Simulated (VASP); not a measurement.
Ga, 1 atom in the cell. The structure is tetragonal, space group I4/mmm (No. 139). The conventional cell has a = 2.769 Å, b = 2.769 Å, c = 4.622 Å, α = 90.00°, β = 90.00°, γ = 90.00°. Within 3.6 Å of Ga (site symmetry 4/mmm) lie 12 Ga at 2.77 to 3.03 Å. 

- Program: VASP 6.6.1
- Task: single point
- Functional: PBEsol
- Potentials or basis: VASP PAW PBE potentials, release 64 (Ga_d)
- Cutoff: 500 eV
- k mesh: 10 × 10 × 10
- Occupations: gaussian, width 0.1 eV
- Spin: no spin polarisation
- Dipole correction: no
- Further INCAR settings: ALGO = Normal; EDIFF = 1e-06; NBANDS = 12

Potentials or basis: VASP PAW PBE potentials, release 64 (Ga_d).

Launch:

```bash
$ cat potpaw_PBE.64/Ga_d/POTCAR > POTCAR
$ mpirun -np 1 vasp_std > vasp.out
```

Hardware: 1 thread of Intel Xeon 8259CL (shared host).

Question: How long does it take, and how much memory?

Answer: Run time: 20 s on 1 thread of Intel Xeon 8259CL (shared host), peak memory 0.15 GiB. Counts: scf iterations 10, k points 102.
